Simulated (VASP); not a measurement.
Here is a VASP 6.6.1 calculation.

Contents of INCAR:

```
SYSTEM = W
PREC = Accurate
ENCUT = 520
EDIFF = 1E-6
ISMEAR = 0
SIGMA = 0.15
LREAL = .FALSE.
LASPH = .TRUE.
NELM = 60
ALGO = Fast
ISIF = 2
LWAVE = .FALSE.
LCHARG = .TRUE.
GGA = PS
LELF = .TRUE.
LVHAR = .TRUE.
NBANDS = 13
```

Contents of KPOINTS:

```
regular mesh
0
G
  26 26 26
  0 0 0
```

Contents of POSCAR:

```
W
1.0
    0.0000000000      1.9690108304      2.0589656399
    1.9690108304      0.0000000000      2.0589656399
    1.9690108304      1.9690108304      0.0000000000
W
1
Direct
    0.0000000000      0.0000000000      0.0000000000
```

Potentials or basis: VASP PAW PBE potentials, release 64 (W_sv).

Command:

```bash
$ cat potpaw_PBE.64/W_sv/POTCAR > POTCAR
$ mpirun -np 1 vasp_std > vasp.out
```

(1) Predict the band gap on the k mesh.

(2) Estimate the pressure.

## Answers

(1) zero (bands 7 and 8 overlap by 3.98 eV).

(2) 0.9 GPa.

Caveat: the cell differs from its parent crystal (strain -0.015 along x and y, +0.030 along z); the PAW data sets were made with another functional, which shifts forces and pressure a little; spin-orbit coupling is left out, which moves the levels of the heavy elements.
